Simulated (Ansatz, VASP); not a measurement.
# ZnAu in VASP and in Ansatz

```
Zn Au
1.0
     3.19053    0.00000    0.00000
     0.00000    3.19053    0.00000
     0.00000    0.00000    3.19053
Zn Au
1 1
Direct
  0.50000 0.50000 0.50000
  0.00000 0.00000 0.00000
```

Alike in both runs: functional PBE; k mesh 6 × 6 × 6; occupations gaussian, width 0.1 eV; no spin polarisation.

Ansatz relaxed the structure, and its values are those at the end. VASP's run is a single point on that final structure, the one shown.

```csv
,VASP,Ansatz
version,VASP 6.6.1,Ansatz 0.2.0
potentials or method,"VASP PAW PBE potentials, release 64 (Zn, Au), cutoff 500 eV","scalar-relativistic, plane waves, PAW"
valence electrons in the cell,23,31
```

```csv
,VASP,Ansatz,Ansatz less VASP
gap on the k mesh at the Fermi level (eV),none,none,-
pressure (GPa),-0.1,-0.1,-0.06
```

A gap of «none» marks a metal or a gap that the smearing closes. The functional is the same, so the differences come from potentials, cutoffs and numerics. VASP's potentials hold 23 valence electrons a cell and Ansatz's 31, so a difference there can come from the potentials and not from the codes.

Spin-orbit coupling is off throughout.
